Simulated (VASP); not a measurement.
Set up this calculation in VASP 6.6.1, as the native input.

| Quantity | Value |
| --- | --- |
| Task | single point |
| Functional | revPBE |
| Potentials or basis | VASP PAW PBE potentials, release 64 (Al, N) |
| Cutoff | 600 eV |
| k mesh | 7 × 7 × 4 |
| Occupations | fermi-dirac, width 0.05 eV |
| Spin | no spin polarisation |
| Dipole correction | no |
| Further INCAR settings | ALGO = Normal; EDIFF = 1e-06; NBANDS = 16 |

The structure of AlN lies in POSCAR:

```
AlN
1.0
    3.1340344218      0.0000000000      0.0000000000
   -1.5670172109      2.7141533431      0.0000000000
    0.0000000000      0.0000000000      4.9143632978
Al N
2 2
Direct
    0.3333333333      0.6666666667      0.0000000000
    0.6666666667      0.3333333333      0.5000000000
    0.3333333333      0.6666666667      0.3800000000
    0.6666666667      0.3333333333      0.8800000000
```

The input as run:

INCAR

```
ALGO = Normal ; EDIFF = 1E-6
ENCUT = 600 ; GGA = RE
GGA_COMPAT = F ; ISIF = 2
ISMEAR = -1 ; LASPH = T
LCHARG = F ; LREAL = F
LWAVE = F ; NBANDS = 16
NELM = 120 ; PREC = Accurate
SIGMA = 0.05
```

KPOINTS

```
k-points
0
Gamma
  7 7 4
```

Potentials or basis: VASP PAW PBE potentials, release 64 (Al, N).

Run with:

```sh
$ cat potpaw_PBE.64/Al/POTCAR potpaw_PBE.64/N/POTCAR > POTCAR
$ mpirun -np 1 vasp_std > vasp.out
```

Results of the run:

| Property | Result |
| --- | --- |
| Pressure | 5.9 GPa |
| Largest force | 0.416 eV/Å |
| Band gap on the k mesh | 4.21 eV, direct |

Caveat: the PAW data sets were made with another functional, which shifts forces and pressure a little.

Run time: 10 s on 1 thread of Intel(R) Xeon(R) Platinum 8559C (Emerald Rapids), on a shared host, peak memory 0.17 GiB.
